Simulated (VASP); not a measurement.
The system is Cu.

```
CELL_PARAMETERS angstrom
1.19050 -3.95985 0.00000
1.19050 3.95985 0.00000
0.00000 0.00000 2.46771
ATOMIC_POSITIONS crystal
Cu 0.13385 0.86615 0.25000
Cu 0.86615 0.13385 0.75000
```

This cell differs from its parent crystal: strain -0.0200 x Voigt [1, 0, 0, 0, 0, 0].

Base run:

```yaml
Program: VASP 6.6.1
Functional: PBEsol
Potentials_or_basis: VASP PAW PBE potentials, release 64 (Cu)
Cutoff: 520 eV
k_mesh: 26 × 26 × 24
Occupations: gaussian, width 0.15 eV
Spin: no spin polarisation
```

Its results: band gap on the k mesh zero (bands 11 and 12 overlap by 5.74 eV); pressure 5.2 GPa; largest force 0.089 eV/Å.

Problem. The run is repeated on the same cell with these changes: cutoff from 520 eV to 600 eV; further incar settings from ALGO = Fast; EDIFF = 1e-06; NBANDS = 18 to ALGO = Normal; EDIFF = 1e-06; NBANDS = 18. What comes out?

Solution. Band gap on the k mesh zero (bands 11 and 12 overlap by 5.74 eV); pressure 4.0 GPa; largest force 0.088 eV/Å.

Caveats: the cell stands under pressure; the PAW data sets were made with another functional, which shifts forces and pressure a little.
